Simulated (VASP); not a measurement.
# Si (Immm) in VASP: notebook, part 2 of 2

VASP 6.6.1. Earlier steps stand in the parts before.

## Step 3: Single point, r2SCAN (strain +0.0150 x Voigt [1, -1, 0, 0, 0, 0])

File POSCAR:

```
Si
1.0
   -3.3772395991      3.2774197095      1.9218805230
    3.3772395991     -3.2774197095      1.9218805230
    3.3772395991      3.2774197095     -1.9218805230
Si
4
Direct
    0.1787531995      0.1787531995      0.3575063991
    0.8212468005      0.8212468005      0.6424936010
    0.1787531995      0.8212468005      0.0000000000
    0.8212468005      0.1787531995      0.0000000000
```

File INCAR.step1:

```
ALGO = Normal ; EDIFF = 1E-4
ENCUT = 520 ; GGA = PE
ISMEAR = 0 ; LASPH = True
LCHARG = False ; LREAL = False
LWAVE = True ; NBANDS = 16
NELM = 60 ; PREC = Accurate
SIGMA = 0.05
```

File INCAR.step2:

```
ALGO = Normal ; EDIFF = 1E-7
ENCUT = 520 ; ISIF = 2
ISMEAR = 0 ; ISTART = 1
LASPH = True ; LCHARG = False
LMIXTAU = True ; LREAL = False
LWAVE = False ; METAGGA = R2SCAN
NBANDS = 16 ; NELM = 60
PREC = Accurate ; SIGMA = 0.05
```

File KPOINTS:

```
k-points
0
Gamma
  10 10 10
```

Potentials or basis: VASP PAW PBE potentials, release 64 (Si).

On the command line:

```
$ cat potpaw_PBE.64/Si/POTCAR > POTCAR
$ cp INCAR.step1 INCAR
$ mpirun -np 1 vasp_std > vasp.out
$ cp INCAR.step2 INCAR
$ mpirun -np 1 vasp_std > vasp.out
```

OUTCAR:

```text
EDIFF = 1E-7
   ENCUT = 520
   ISIF = 2
   ISMEAR = 0
   ISTART = 1
   LASPH = True
   LREAL = False
   METAGGA = R2SCAN
   NELM = 60
   PREC = Accurate

 ion  position               nearest neighbor table
   1  0.179  0.179  0.358-   4 2.34   2 2.34   2 2.34   3 2.41
   2  0.821  0.821  0.642-   3 2.34   1 2.34   1 2.34   4 2.41
   3  0.179  0.821  0.000-   2 2.34   4 2.34   4 2.34   1 2.41
   4  0.821  0.179  0.000-   1 2.34   3 2.34   3 2.34   2 2.41

  LATTYP: Found a body centered orthorhombic cell.
 ALAT       =     3.8437610460
 B/A-ratio  =     1.7053191758
 C/A-ratio  =     1.7572578309

  Lattice vectors:

 A1 = (  -3.3772395991,   3.2774197095,  -1.9218805230)
 A2 = (  -3.3772395991,  -3.2774197095,   1.9218805230)
 A3 = (   3.3772395991,   3.2774197095,   1.9218805230)

Analysis of symmetry for initial positions (statically):
=====================================================================
 Subroutine PRICEL returns:
 Original cell was already a primitive cell.

 Routine SETGRP: Setting up the symmetry group for a
 body centered orthorhombic supercell.

 Subroutine GETGRP returns: Found  8 space group operations
 (whereof  8 operations were pure point group operations)
 out of a pool of  8 trial point group operations.

The static configuration has the point symmetry D_2h.

Analysis of symmetry for dynamics (positions and initial velocities):
=====================================================================
 Subroutine PRICEL returns:
 Original cell was already a primitive cell.

 Routine SETGRP: Setting up the symmetry group for a
 body centered orthorhombic supercell.

 Subroutine GETGRP returns: Found  8 space group operations
 (whereof  8 operations were pure point group operations)
 out of a pool of  8 trial point group operations.

The dynamic configuration has the point symmetry D_2h.

 Subroutine INISYM returns: Found  8 space group operations
 (whereof  8 operations are pure point group operations),
 and found     1 'primitive' translations

----------------------------------------------------------------------------------------

                                     Primitive cell

  volume of cell :      85.0904

  direct lattice vectors                    reciprocal lattice vectors
    -3.377239599  3.277419710  1.921880523     0.000000000  0.152559039  0.260161854
     3.377239599 -3.277419710  1.921880523     0.148049904  0.000000000  0.260161854
     3.377239599  3.277419710 -1.921880523     0.148049904  0.152559039  0.000000000

  length of vectors
     5.083389815  5.083389815  5.083389815     0.301593187  0.299337543  0.212586534

  position of ions in fractional coordinates (direct lattice)
     0.178753200  0.178753200  0.357506399
     0.821246800  0.821246800  0.642493601
     0.178753200  0.821246800  0.000000000
     0.821246800  0.178753200  0.000000000

  ion indices of the primitive-cell ions
   primitive index   ion index
                 1           1
                 2           2
                 3           3
                 4           4

----------------------------------------------------------------------------------------
[... 27 lines left out ...]
  0.000000  0.000000  0.000000      1.000000
  0.100000  0.000000  0.000000      4.000000
  0.200000  0.000000  0.000000      4.000000
  0.300000  0.000000  0.000000      4.000000
  0.400000  0.000000 -0.000000      4.000000
  0.500000  0.000000 -0.000000      2.000000
[... 16 lines left out ...]
 -0.400000  0.200000  0.000000      8.000000
 -0.300000  0.200000 -0.000000      8.000000
 [... further k-points ...]
   k-points           NKPTS =    171   k-points in BZ     NKDIM =    171   number of bands    NBANDS=     16
   number of dos      NEDOS =    301   number of ions     NIONS =      4
   total plane-waves  NPLWV =  64000
   dimension x,y,z NGX =    40 NGY =   40 NGZ =   40
   dimension x,y,z NGXF=    80 NGYF=   80 NGZF=   80
   ions per type =               4
   NGX,Y,Z   is equivalent  to a cutoff of  13.08, 13.08, 13.08 a.u.
   NGXF,Y,Z  is equivalent  to a cutoff of  26.16, 26.16, 26.16 a.u.
 SYSTEM =  unknown system
   PREC   = accura    normal or accurate (medium, high low for compatibility)
   ISTART =      1    job   : 0-new  1-cont  2-samecut
   ICHARG =      0    charge: 1-file 2-atom 10-const
   ISPIN  =      1    spin polarized calculation?
   LNONCOLLINEAR =      F non collinear calculations
   LSORBIT =      F    spin-orbit coupling
   LASPH  =      T    aspherical Exc in radial PAW
   ENCUT  =  520.0 eV  38.22 Ry    6.18 a.u.   9.45  9.45  9.45*2*pi/ulx,y,z
   NELM   =     60;   NELMIN=  2; NELMDL=  0     # of ELM steps
   EDIFF  = 0.1E-06   stopping-criterion for ELM
   LREAL  =      F    real-space projection
   EDIFFG = 0.1E-05   stopping-criterion for IOM
   NSW    =      0    number of steps for IOM
   IBRION =     -1    ionic relax: 0-MD 1-quasi-New 2-CG
   NFREE  =      0    steps in history (QN), initial steepest desc. (CG)
   ISIF   =      2    stress and relaxation
   ISYM   =      2    0-nonsym 1-usesym 2-fastsym
   POTIM  = 0.5000    time-step for ionic-motion
   TEBEG  =    0.0;   TEEND  =   0.0 temperature during run
   PSTRESS=    0.0 pullay stress
   NELECT =      16.0000    total number of electrons
   NUPDOWN=      -1.0000    fix difference up-down
   EMIN   =  10.00;   EMAX   =-10.00  energy-range for DOS
   EFERMI =   0.00;   METHOD = LEGACY
   ISMEAR =     0;   SIGMA  =   0.05  broadening in eV -4-tet -1-fermi 0-gaus
   EFERMI_NEDOS =   21; number of points for ismear=-14 and -15
   IALGO  =     38    algorithm
   IMIX   =      4    mixing-type and parameters
     AMIX     =   0.40;   BMIX     =  1.00
     AMIX_MAG =   1.60;   BMIX_MAG =  1.00
  volume/ion in A,a.u.               =      21.27       143.55
  Fermi-wavevector in a.u.,A,eV,Ry     =   0.937896  1.772367 11.968352  0.879649
  Thomas-Fermi vector in A             =   2.065053
   LORBIT       =      0    0 simple, 1 ext, 2 COOP (PROOUT), +10 PAW based schemes
   METAGGA = R2SCAN    functional components
   LHFCALC =     F    Hartree Fock is set to
   AEXX    =    0.0000 exact exchange contribution
   IVDW    =     0    specifies the selected vdW correction
   LEPSILON=     F    determine dielectric tensor
   LRPA    =     F    only Hartree local field effects (RPA)
 non-spin polarized calculation
 Gauss-broadening in eV      SIGMA  =   0.05
  energy-cutoff  :      520.00
  volume of cell :       85.09
 maximum number of plane-waves:      2315
 NGX is ok and might be reduce to    40
   NGX = 19   NGY = 19   NGZ = 19

 number of electron      16.0000000 magnetization

 Free energy of the ion-electron system (eV)
  ---------------------------------------------------
  ext. energy  EPLUGINS =         0.00000000
  ---------------------------------------------------
  free energy    TOTEN  =       -34.60674511 eV

  energy without entropy =      -34.60674511  energy(sigma->0) =      -34.60674511

 E-fermi :   5.6497     XC(G=0):  -9.5308

 val. band max:        5.4425115618   @ k =   0.5000   0.5000   0.5000
 cond. band min:       5.8493283774   @ k =  -0.1000  -0.2000   0.1000
 fundamental gap:      0.4068168156
 Fermi energy:         5.6496716447

 k-point     1 :       0.0000    0.0000    0.0000
  band No.  band energies     occupation
      1      -7.2664      2.00000
      2      -2.8009      2.00000
      3      -0.6169      2.00000
      4      -0.2665      2.00000
      5       1.4188      2.00000
      6       3.6794      2.00000
[... 433 lines left out ...]
      3      -0.7008      2.00000
      4       0.1818      2.00000
      5       2.6944      2.00000
      6       2.8654      2.00000
[... 8 lines left out ...]
     15      11.8078      0.00000
     16      12.4795      0.00000

 [... further k-points ...]

------------------------ aborting loop because EDIFF is reached ----------------------------------------

  FORCE on cell =-STRESS in cart. coord.  units (eV):
  Direction    XX          YY          ZZ          XY          YZ          ZX
  --------------------------------------------------------------------------------------
  -------------------------------------------------------------------------------------
  Total       -1.5706570      1.5503197     -0.1177662      0.0000000      0.0000000      0.0000000
  in kB      -29.5741065     29.1911729     -2.2174355      0.0000000      0.0000000      0.0000000
  external PRESSURE =      -0.8667897 kB  Pullay stress =       0.0000000 kB

 VOLUME and BASIS-vectors are now :
 -----------------------------------------------------------------------------
  energy-cutoff  :      520.00
  volume of cell :       85.09
      direct lattice vectors                 reciprocal lattice vectors
    -3.377239599  3.277419710  1.921880523     0.000000000  0.152559039  0.260161854
     3.377239599 -3.277419710  1.921880523     0.148049904  0.000000000  0.260161854
     3.377239599  3.277419710 -1.921880523     0.148049904  0.152559039  0.000000000

 POSITION                                       TOTAL-FORCE (eV/Angst)
 -----------------------------------------------------------------------------------
      1.20738      1.17170     -0.00000        -0.212068      0.258578     -0.000000
      2.16985      2.10572      1.92188         0.212068     -0.258578     -0.000000
      2.16985     -2.10572      1.92188         0.212068      0.258578      0.000000
     -2.16985      2.10572      1.92188        -0.212068     -0.258578     -0.000000
 -----------------------------------------------------------------------------------
    total drift:                               -0.000000     -0.000000      0.000000

  FREE ENERGIE OF THE ION-ELECTRON SYSTEM (eV)
  ---------------------------------------------------
  free  energy   TOTEN  =       -34.6067451149 eV

  energy  without entropy=      -34.6067451148  energy(sigma->0) =      -34.60674511
```

Run time: 11 min. Hardware: 1 thread of Intel Xeon Platinum 8488C (Sapphire Rapids), shared host; peak memory 0.36 GiB.

What came out:

- Free energy: -34.6067 eV
- Pressure: -0.1 GPa
- Largest force: 0.334 eV/Å
- Band gap on the k mesh: 0.41 eV (least direct gap 0.52 eV)

Forces in eV/Å, atoms in the order of the input:
```
Si  -0.212  0.259  0.000
Si   0.212 -0.259  0.000
Si   0.212  0.259  0.000
Si  -0.212 -0.259  0.000
```

Stress tensor (GPa, compression positive):
```
-2.96  0.00  0.00
 0.00  2.92  0.00
 0.00  0.00 -0.22
```

Levels at points of the mesh, in eV from the valence-band top:
| k point | band 5 | band 6 | band 7 | band 8 | band 9 | band 10 | band 11 | band 12 |
| --- | --- | --- | --- | --- | --- | --- | --- | --- |
| (0.00, 0.00, 0.00) | -4.02 | -1.76 | -1.56 | -0.69 | 1.44 | 1.50 | 2.13 | 2.33 |
| (0.50, 0.00, 0.00) | -4.61 | -3.61 | -2.52 | -1.63 | 1.10 | 2.63 | 3.24 | 3.76 |
| (0.00, 0.50, 0.00) | -4.69 | -3.78 | -2.67 | -1.55 | 0.82 | 2.57 | 3.19 | 3.61 |
| (0.50, 0.50, 0.00) | -3.07 | -2.19 | -2.03 | -1.80 | 1.82 | 2.08 | 2.10 | 4.26 |
| (0.50, 0.50, 0.50) | -3.18 | -0.31 | -0.16 | 0.00 | 0.52 | 3.48 | 3.88 | 4.27 |

Caveat: the cell differs from its parent crystal (strain +0.0150 x Voigt [1, -1, 0, 0, 0, 0]); the stress differs along the axes, from -3 to 3 GPa; semilocal functionals underestimate gaps, and a narrow one can read as zero; the PAW data sets were made with another functional, which shifts forces and pressure a little. A k mesh can miss the band edges.
